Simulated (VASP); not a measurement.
Wanted: the native input for a VASP 6.6.1 run.

```
Task                   : single point
Functional             : LDA
Potentials or basis    : VASP PAW LDA potentials, release 64 (Fe, Si)
Cutoff                 : 520 eV
k mesh                 : 8 × 8 × 8
Occupations            : gaussian, width 0.01 eV
Spin                   : no spin polarisation
Dipole correction      : no
Further INCAR settings : ALGO = Normal; EDIFF = 1e-06; NBANDS = 34
```

The structure of FeSi lies in POSCAR:

```
FeSi
1.0
    4.5300000000      0.0000000000      0.0000000000
    0.0000000000      4.5300000000      0.0000000000
    0.0000000000      0.0000000000      4.5300000000
Fe Si
4 4
Direct
    0.1304889548      0.1304889548      0.1304889548
    0.3695110452      0.8695110452      0.6304889548
    0.6304889548      0.3695110452      0.8695110452
    0.8695110452      0.6304889548      0.3695110452
    0.8379472439      0.8379472439      0.8379472439
    0.6620527561      0.1620527561      0.3379472439
    0.3379472439      0.6620527561      0.1620527561
    0.1620527561      0.3379472439      0.6620527561
```

One way to write it, as run:

INCAR

```
SYSTEM = FeSi
  PREC = Accurate
  ENCUT = 520
  EDIFF = 1E-6
  ISMEAR = 0
  SIGMA = 0.01
  LREAL = .False.
  LASPH = .True.
  NELM = 100
  ALGO = Normal
  ISIF = 2
  LWAVE = .False.
  LCHARG = .False.
  NBANDS = 34
```

KPOINTS

```
Automatic mesh
0
Gamma
  8 8 8
  0 0 0
```

Potentials or basis: VASP PAW LDA potentials, release 64 (Fe, Si).

The run is started by

```console
$ cat potpaw_LDA.64/Fe/POTCAR potpaw_LDA.64/Si/POTCAR > POTCAR
$ mpirun -np 1 vasp_std > vasp.out
```

It gave:

```yaml
Pressure: -20.3 GPa
Largest_force: 0.040 eV/Å
Band_gap_on_the_k_mesh: 0.14 eV, indirect (least direct gap 0.16 eV)
```

It took 74 s on 1 thread of AMD EPYC 9R45 96-Core Processor (Zen 5), on a shared host, peak memory 0.21 GiB.
